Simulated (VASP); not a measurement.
Crystal: Ni.

```
Ni
1.0
     0.00000    1.76510    1.76510
     1.76510    0.00000    1.76510
     1.76510    1.76510    0.00000
Ni
1
Direct
  0.00000 0.00000 0.00000
```

Base run:

| Quantity | Value |
| --- | --- |
| Program | VASP 6.6.1 |
| Functional | PBE |
| Potentials or basis | VASP PAW PBE potentials, release 64 (Ni) |
| Cutoff | 520 eV |
| k mesh | 15 × 15 × 15 |
| Occupations | fermi-dirac, width 0.1 eV |
| Spin | collinear spin, ferromagnetic start |
| Starting moments | [0.72] μB |
| Fixed moment | 0.72 μB |

Its results: pressure -1.0 GPa; site moments Ni +0.73 μB.

Question: After a change of settings the same cell gave: pressure -2.0 GPa; site moments Ni +0.49 μB. Which change was it?
A. fixed moment from 0.72 μB to 1.92 μB; moments at the start from [0.72] to [1.92]
B. fixed moment from 0.72 μB to 0.48 μB; moments at the start from [0.72] to [0.48]
C. fixed moment from 0.72 μB to 1.44 μB; moments at the start from [0.72] to [1.44]
D. fixed moment from 0.72 μB to 1.68 μB; moments at the start from [0.72] to [1.68]

Answer: B.

Caveats: the total moment is fixed, so each spin has its own Fermi level.
